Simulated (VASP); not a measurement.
# Hf3H4C2 (P-6) in VASP: further runs

Hf3H4C2 is run at these levels: PBE; tasks: single point, relaxation of cell and atoms.

Program: VASP 6.6.1. These are calculated values, not measurements. Logs are shortened: lines on timing, memory, paths and dates and some standing lists are left out, and cuts for length are marked.

### Step 1. The cell of the first run

The structure is hexagonal, space group P-6 (No. 174). The conventional cell has a = 5.810 Å, b = 5.810 Å, c = 3.208 Å, α = 90.00°, β = 90.00°, γ = 120.00°. Within 2.5 Å of Hf (site symmetry m) lie 4 H at 1.92 to 2.48 Å and 3 C at 2.14 to 2.40 Å. Within 2.5 Å of H (site symmetry m) lie 2 Hf at 1.92 Å and 3 H at 1.96 to 2.34 Å and 2 C at 1.96 Å. H (site symmetry -6) has 3 H at 2.34 Å and 6 Hf at 2.48 Å within 3.1 Å. Within 2.6 Å of C (site symmetry -6) lie 6 H at 1.96 Å and 3 Hf at 2.14 Å. C (site symmetry -6) has 6 Hf at 2.40 Å and 3 H at 2.57 Å within 3.2 Å.

### Step 2. Single point, PBE

Input file INCAR:

```
SYSTEM = Hf3H4C2
ALGO     = Normal         ! electronic algorithm
EDIFF    = 1E-7           ! SCF threshold, eV
ENCUT    = 520            ! plane-wave cutoff, eV
GGA      = PE             ! functional
ISIF     = 2              ! what is computed and relaxed
ISMEAR   = 0              ! smearing method
LASPH    = .True.         ! aspherical terms in the spheres
LCHARG   = .False.        ! write CHGCAR
LREAL    = .False.        ! projectors in reciprocal space
LWAVE    = .False.        ! write WAVECAR
NBANDS   = 31             ! bands
NELM     = 60             ! most SCF steps
PREC     = Accurate       ! precision mode
SIGMA    = 0.1            ! smearing width, eV
```

Input file KPOINTS:

```
k-points
0
Gamma
  3 3 6
  0 0 0
```

Input file POSCAR:

```
Hf3H4C2
1.0
    5.8102432002      0.0000000026      0.0000000000
   -2.9051216023      5.0318182123      0.0000000000
    0.0000000000      0.0000000000      3.2077388807
Hf H C
3 4 2
Direct
    0.9880895114      0.6256365022      0.5000000000
    0.3743634978      0.3624530093      0.5000000000
    0.6375469907      0.0119104886      0.5000000000
    0.7907609190      0.9655550734      0.0000000000
    0.0344449266      0.8252058456      0.0000000000
    0.1747941544      0.2092390810      0.0000000000
    0.3333333333      0.6666666667      0.0000000000
    0.0000000000      0.0000000000      0.5000000000
    0.6666666667      0.3333333333      0.0000000000
```

Potentials or basis: VASP PAW PBE potentials, release 64 (Hf_pv, H, C).

Started as:

```console
$ cat potpaw_PBE.64/Hf_pv/POTCAR potpaw_PBE.64/H/POTCAR potpaw_PBE.64/C/POTCAR > POTCAR
$ mpirun -np 1 vasp_std > vasp.out
```

OUTCAR:

```text
SYSTEM = Hf3H4C2
   EDIFF = 1E-7
   ENCUT = 520
   GGA = PE
   ISIF = 2
   ISMEAR = 0
   LASPH = .True.
   LREAL = .False.
   NELM = 60
   PREC = Accurate

 ion  position               nearest neighbor table
   1  0.988  0.626  0.500-   5 1.92   5 1.92   8 2.14   9 2.40   9 2.40   2 3.10   3 3.10   2 3.29
                             3 3.29   3 3.71   2 3.71
   2  0.374  0.362  0.500-   6 1.92   6 1.92   8 2.14   9 2.40   9 2.40   3 3.10   1 3.10   1 3.29
                             3 3.29   3 3.71   1 3.71
   3  0.638  0.012  0.500-   4 1.92   4 1.92   8 2.14   9 2.40   9 2.40   2 3.10   1 3.10   1 3.29
                             2 3.29   1 3.71   2 3.71
   4  0.791  0.966  0.000-   3 1.92   3 1.92
   5  0.034  0.825  0.000-   1 1.92   1 1.92
   6  0.175  0.209  0.000-   2 1.92   2 1.92
   7  0.333  0.667  0.000-
   8  0.000  0.000  0.500-   1 2.14   2 2.14   3 2.14
   9  0.667  0.333  0.000-   3 2.40   3 2.40   1 2.40   1 2.40   2 2.40   2 2.40

  LATTYP: Found a hexagonal cell.
 ALAT       =     5.8102432002
 C/A-ratio  =     0.5520834103

  Lattice vectors:

 A1 = (   5.8102432002,   0.0000000026,   0.0000000000)
 A2 = (  -2.9051216023,   5.0318182123,   0.0000000000)
 A3 = (   0.0000000000,   0.0000000000,   3.2077388807)

Analysis of symmetry for initial positions (statically):
=====================================================================
 Subroutine PRICEL returns:
 Original cell was already a primitive cell.

 Routine SETGRP: Setting up the symmetry group for a
 hexagonal supercell.

 Subroutine GETGRP returns: Found  6 space group operations
 (whereof  6 operations were pure point group operations)
 out of a pool of 24 trial point group operations.

The static configuration has the point symmetry C_3h.

Analysis of symmetry for dynamics (positions and initial velocities):
=====================================================================
 Subroutine PRICEL returns:
 Original cell was already a primitive cell.

 Routine SETGRP: Setting up the symmetry group for a
 hexagonal supercell.

 Subroutine GETGRP returns: Found  6 space group operations
 (whereof  6 operations were pure point group operations)
 out of a pool of 24 trial point group operations.

The dynamic configuration has the point symmetry C_3h.

 Subroutine INISYM returns: Found  6 space group operations
 (whereof  6 operations are pure point group operations),
 and found     1 'primitive' translations

[... 102 lines left out ...]
   ISYM   =      2    0-nonsym 1-usesym 2-fastsym
   POTIM  = 0.5000    time-step for ionic-motion
   TEBEG  =    0.0;   TEEND  =   0.0 temperature during run
   PSTRESS=    0.0 pullay stress
   NELECT =      42.0000    total number of electrons
   NUPDOWN=      -1.0000    fix difference up-down
   EMIN   =  10.00;   EMAX   =-10.00  energy-range for DOS
   EFERMI =   0.00;   METHOD = LEGACY
   ISMEAR =     0;   SIGMA  =   0.10  broadening in eV -4-tet -1-fermi 0-gaus
   EFERMI_NEDOS =   21; number of points for ismear=-14 and -15
   IALGO  =     38    algorithm
   IMIX   =      4    mixing-type and parameters
     AMIX     =   0.40;   BMIX     =  1.00
     AMIX_MAG =   1.60;   BMIX_MAG =  1.00
  volume/ion in A,a.u.               =      10.42        70.32
  Fermi-wavevector in a.u.,A,eV,Ry     =   1.252521  2.366922 21.344956  1.568810
  Thomas-Fermi vector in A             =   2.386418
   LORBIT       =      0    0 simple, 1 ext, 2 COOP (PROOUT), +10 PAW based schemes
   GGA     = PE    functional components
   LHFCALC =     F    Hartree Fock is set to
   AEXX    =    0.0000 exact exchange contribution
   IVDW    =     0    specifies the selected vdW correction
   LEPSILON=     F    determine dielectric tensor
   LRPA    =     F    only Hartree local field effects (RPA)
 non-spin polarized calculation
 Gauss-broadening in eV      SIGMA  =   0.10
  energy-cutoff  :      520.00
  volume of cell :       93.78
 maximum number of plane-waves:      2550
 NGX is ok and might be reduce to    48
   NGX = 21   NGY = 21   NGZ = 11

 number of electron      42.0000001 magnetization

 Free energy of the ion-electron system (eV)
  ---------------------------------------------------
  ext. energy  EPLUGINS =         0.00000000
  ---------------------------------------------------
  free energy    TOTEN  =       -60.42693985 eV

  energy without entropy =      -60.41969800  energy(sigma->0) =      -60.42331892

 E-fermi :   4.6366     XC(G=0): -11.1777

 val. band max:        4.5775092088   @ k =   0.3333   0.3333   0.1667
 cond. band min:       4.7419350603   @ k =   0.3333   0.0000   0.3333
 fundamental gap:      0.1644258515
 Fermi energy:         4.6365983569

 k-point     1 :       0.0000    0.0000    0.0000
  band No.  band energies     occupation
      1     -26.2630      2.00000
      2     -26.1113      2.00000
      3     -26.1113      2.00000
      4     -25.9918      2.00000
      5     -25.7539      2.00000
      6     -25.7539      2.00000
[... 397 lines left out ...]
     30      10.0871      0.00000
     31      10.4167      0.00000

------------------------ aborting loop because EDIFF is reached ----------------------------------------

  FORCE on cell =-STRESS in cart. coord.  units (eV):
  Direction    XX          YY          ZZ          XY          YZ          ZX
  --------------------------------------------------------------------------------------
  -------------------------------------------------------------------------------------
  Total       -0.3295233     -0.3295233     -0.2910105      0.0000006      0.0000000     -0.0000000
  in kB       -5.6296121     -5.6296121     -4.9716542      0.0000096      0.0000000     -0.0000000
  external PRESSURE =      -5.4102928 kB  Pullay stress =       0.0000000 kB

 VOLUME and BASIS-vectors are now :
 -----------------------------------------------------------------------------
  energy-cutoff  :      520.00
  volume of cell :       93.78
      direct lattice vectors                 reciprocal lattice vectors
     5.810243200  0.000000003  0.000000000     0.172109835  0.099367660  0.000000000
    -2.905121602  5.031818212  0.000000000    -0.000000000  0.198735319  0.000000000
     0.000000000  0.000000000  3.207738881     0.000000000  0.000000000  0.311746073

 POSITION                                       TOTAL-FORCE (eV/Angst)
 -----------------------------------------------------------------------------------
      3.92349      3.14809      1.60387        -0.017431     -0.010646     -0.000000
      1.12217      1.82380      1.60387         0.017935     -0.009773      0.000000
      3.66970      0.05993      1.60387        -0.000504      0.020419     -0.000000
      1.78946      4.85850      0.00000         0.006541     -0.004261      0.000000
     -2.19719      4.15229      0.00000         0.000420      0.007795      0.000000
      0.40773      1.05285      0.00000        -0.006961     -0.003534     -0.000000
     -0.00000      3.35455      0.00000        -0.000000      0.000000      0.000000
      0.00000      0.00000      1.60387         0.000000      0.000000      0.000000
      2.90512      1.67727      0.00000         0.000000      0.000000      0.000000
 -----------------------------------------------------------------------------------
    total drift:                               -0.000000     -0.000001     -0.000000

  FREE ENERGIE OF THE ION-ELECTRON SYSTEM (eV)
  ---------------------------------------------------
  free  energy   TOTEN  =       -60.4269398494 eV

  energy  without entropy=      -60.4196979994  energy(sigma->0) =      -60.42331892
```

OSZICAR:

```text
N       E                     dE             d eps       ncg     rms          rms(c)
DAV:   1     0.152138870335E+03    0.15214E+03   -0.22263E+04   752   0.129E+03
DAV:   2    -0.572188564141E+02   -0.20936E+03   -0.20046E+03   892   0.307E+02
DAV:   3    -0.686050919540E+02   -0.11386E+02   -0.11194E+02   953   0.511E+01
DAV:   4    -0.687934422015E+02   -0.18835E+00   -0.18798E+00   922   0.712E+00
DAV:   5    -0.687965277669E+02   -0.30856E-02   -0.30850E-02   978   0.852E-01    0.854E+01
DAV:   6    -0.610403142970E+02    0.77562E+01   -0.60740E+01   926   0.256E+01    0.565E+01
DAV:   7    -0.607301839372E+02    0.31013E+00   -0.84173E+00   890   0.121E+01    0.330E+01
DAV:   8    -0.605174119040E+02    0.21277E+00   -0.24542E+00   918   0.646E+00    0.506E+00
DAV:   9    -0.604310060197E+02    0.86406E-01   -0.53905E-01   933   0.307E+00    0.267E+00
DAV:  10    -0.604287371285E+02    0.22689E-02   -0.90132E-02   914   0.133E+00    0.620E-01
DAV:  11    -0.604269666905E+02    0.17704E-02   -0.13854E-02   933   0.490E-01    0.405E-01
DAV:  12    -0.604270035625E+02   -0.36872E-04   -0.18256E-03   906   0.191E-01    0.287E-01
DAV:  13    -0.604269391621E+02    0.64400E-04   -0.45573E-04   908   0.845E-02    0.115E-01
DAV:  14    -0.604269400153E+02   -0.85320E-06   -0.32195E-05   931   0.265E-02    0.141E-02
DAV:  15    -0.604269403387E+02   -0.32342E-06   -0.58276E-06   852   0.900E-03    0.171E-02
DAV:  16    -0.604269396901E+02    0.64863E-06   -0.12010E-06   825   0.455E-03    0.102E-02
DAV:  17    -0.604269398147E+02   -0.12458E-06   -0.12183E-07   615   0.182E-03    0.164E-03
DAV:  18    -0.604269398494E+02   -0.34705E-07   -0.38178E-08   540   0.922E-04
   1 F= -.60426940E+02 E0= -.60423319E+02  d E =-.724185E-02
```

Wall time 41 s (1 thread of Intel Xeon Platinum 8259CL at 2.50GHz (Skylake/Cascade Lake), shared host); peak memory 0.23 GiB.

What came out:

```
Free energy            : -60.4269 eV
Pressure               : -0.5 GPa
Largest force          : 0.020 eV/Å
Band gap on the k mesh : 0.16 eV, indirect (least direct gap 0.49 eV)
```

Forces in eV/Å, atoms in the order of the input:
```
Hf  -0.017 -0.011  0.000
Hf   0.018 -0.010  0.000
Hf  -0.001  0.020  0.000
H    0.007 -0.004  0.000
H    0.000  0.008  0.000
H   -0.007 -0.004  0.000
H    0.000  0.000  0.000
C    0.000  0.000  0.000
C    0.000  0.000  0.000
```

Caveat: spin-orbit coupling is left out, which moves the levels of the heavy elements. A k mesh can miss the band edges.

### Step 3. Single point, PBE

This run uses another cell than the first one, of 12.40 Å³/atom, 1.190 times its volume.

INCAR: that of step 2 with these lines changed.

```diff
@@ -2,3 +2,3 @@
 ALGO     = Normal         ! electronic algorithm
-EDIFF    = 1E-7           ! SCF threshold, eV
+EDIFF    = 1E-6           ! SCF threshold, eV
 ENCUT    = 520            ! plane-wave cutoff, eV
@@ -12,3 +12,3 @@
 NBANDS   = 31             ! bands
-NELM     = 60             ! most SCF steps
+NELM     = 100            ! most SCF steps
 PREC     = Accurate       ! precision mode
```

KPOINTS is that of step 2.

Input file POSCAR:

```
Hf3H4C2
1.0
    6.5606869900      0.0000000000      0.0000000000
   -3.2803435000      5.6817216000      0.0000000000
    0.0000000000      0.0000000000      2.9940506900
Hf H C
3 4 2
Direct
    0.9607892600      0.5828689300      0.5000000000
    0.4171310700      0.3779203300      0.5000000000
    0.6220796700      0.0392107400      0.5000000000
    0.7428031600      0.7445530300      0.0000000000
    0.2554469700      0.9982501300      0.0000000000
    0.0017498700      0.2571968400      0.0000000000
    0.3333333300      0.6666666700      0.0000000000
    0.0000000000      0.0000000000      0.5000000000
    0.6666666700      0.3333333300      0.0000000000
```

Potentials or basis: VASP PAW PBE potentials, release 64 (Hf_pv, H, C).

Started as:

```console
$ cat potpaw_PBE.64/Hf_pv/POTCAR potpaw_PBE.64/H/POTCAR potpaw_PBE.64/C/POTCAR > POTCAR
$ mpirun -np 1 vasp_std > vasp.out
```

It took 45 s on 1 thread of Intel Xeon Platinum 8259CL at 2.50GHz (Skylake/Cascade Lake), shared host; peak memory 0.24 GiB.

Results (log left out):

| Quantity | Value |
| --- | --- |
| Free energy | -54.4503 eV |
| Pressure | -17.6 GPa |
| Largest force | 1.423 eV/Å |
| Band gap on the k mesh | zero (band 21 reaches 3.84 eV, above the bottom of band 22 at 3.42 eV) |

Forces in eV/Å, atoms in the order of the input:
```
Hf  -0.264  1.399  0.000
Hf  -1.079 -0.928  0.000
Hf   1.343 -0.471  0.000
H   -0.283  0.034  0.000
H    0.112 -0.262  0.000
H    0.171  0.228  0.000
H    0.000  0.000  0.000
C    0.000  0.000  0.000
C    0.000  0.000  0.000
```

Stress tensor (GPa, compression positive):
```
-22.11   0.00   0.00
  0.00 -22.11   0.00
  0.00   0.00  -8.61
```

Levels at points of the mesh, in eV from the Fermi level:
```
           k point  band 19  band 20  band 21  band 22  band 23  band 24
(0.00, 0.00, 0.00)    -1.15    -1.15    -0.88    -0.09    -0.09     1.62
(0.00, 0.00, 0.50)    -1.00    -1.00    -0.21     0.32     0.32     1.40
```

Caveat: the k points lie up to 0.37 Å⁻¹ apart; spin-orbit coupling is left out, which moves the levels of the heavy elements; forces of over 1 eV/Å act on the atoms, so gaps and moduli don't describe the material at rest.

[end of part 1 of 3]
